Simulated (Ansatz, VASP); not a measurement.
**One calculation of GaAs, two programs**

```
Ga As
1.0
     0.00000    2.89752    2.82685
     2.89752    0.00000    2.82685
     2.89752    2.89752    0.00000
Ga As
1 1
Direct
  0.00000 0.00000 0.00000
  0.75000 0.75000 0.75000
```

Change from the starting cell: strain +0.025 along x and y, +0.000 along z, atoms carried along.

Alike in both runs: task single point; functional PBE; k mesh 10 × 10 × 10; occupations gaussian, width 0.05 eV; no spin polarisation.

|  | VASP | Ansatz |
| --- | --- | --- |
| version | VASP 6.6.1 | Ansatz 0.2.0 |
| potentials or method | VASP PAW PBE potentials, release 64 (Ga_d, As), cutoff 520 eV | scalar-relativistic, plane waves, PAW |
| valence electrons in the cell | 18 | 28 |

```tsv
	VASP	Ansatz	Ansatz less VASP
gap on the k mesh at the Fermi level (eV)	0.06	0.06	-0.002
least direct gap on the mesh (eV)	0.06	0.06	-0.002
pressure (GPa)	0.1	-0.1	-0.15
traceless stress, the component that is largest in VASP (GPa)	0.90	0.91	+0.003
```

The functional is the same, so the differences come from potentials, cutoffs and numerics. VASP's potentials hold 18 valence electrons a cell and Ansatz's 28, so a difference there can come from the potentials and not from the codes.
